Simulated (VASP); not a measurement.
Write the native input for VASP 6.6.1 that does the following.

```
Task                   : single point
Functional             : PBE
Potentials or basis    : VASP PAW PBE potentials, release 64 (B, Au)
Cutoff                 : 520 eV
k mesh                 : 20 × 20 × 20
Occupations            : gaussian, width 0.1 eV
Spin                   : no spin polarisation
Dipole correction      : no
Further INCAR settings : ALGO = Normal; EDIFF = 1e-06; NBANDS = 14
```

The structure of BAu lies in POSCAR:

```
BAu
1.0
    0.0000000000      2.3501903654      2.3501903654
    2.3501903654      0.0000000000      2.3501903654
    2.3501903654      2.3501903654      0.0000000000
B Au
1 1
Direct
    0.0000000000      0.0000000000      0.0000000000
    0.5000000000      0.5000000000      0.5000000000
```

These files were run (other wordings do the same):

INCAR

```
SYSTEM = BAu
PREC     = Accurate       ! precision mode
ENCUT    = 520            ! plane-wave cutoff, eV
EDIFF    = 1E-6           ! SCF threshold, eV
ISMEAR   = 0              ! smearing method
SIGMA    = 0.1            ! smearing width, eV
LREAL    = .FALSE.        ! projectors in reciprocal space
LASPH    = .TRUE.         ! aspherical terms in the spheres
NELM     = 100            ! most SCF steps
ALGO     = Normal         ! electronic algorithm
ISIF     = 2              ! what is computed and relaxed
LWAVE    = .FALSE.        ! write WAVECAR
LCHARG   = .FALSE.        ! write CHGCAR
GGA      = PE             ! functional
NBANDS   = 14             ! bands
```

KPOINTS

```
regular mesh
0
G
  20 20 20
  0 0 0
```

Potentials or basis: VASP PAW PBE potentials, release 64 (B, Au).

Run with:

```bash
$ cat potpaw_PBE.64/B/POTCAR potpaw_PBE.64/Au/POTCAR > POTCAR
$ mpirun -np 1 vasp_std > vasp.out
```

It gave:

The pressure is -0.2 GPa and the band gap on the k mesh is zero (band 7 reaches 10.39 eV, above the bottom of band 8 at 7.06 eV).

Caveat: spin-orbit coupling is left out, which moves the levels of the heavy elements.

It took 47 s on 1 thread of AMD EPYC 9R45 96-Core Processor (Zen 5), with other jobs on the host, peak memory 0.21 GiB.
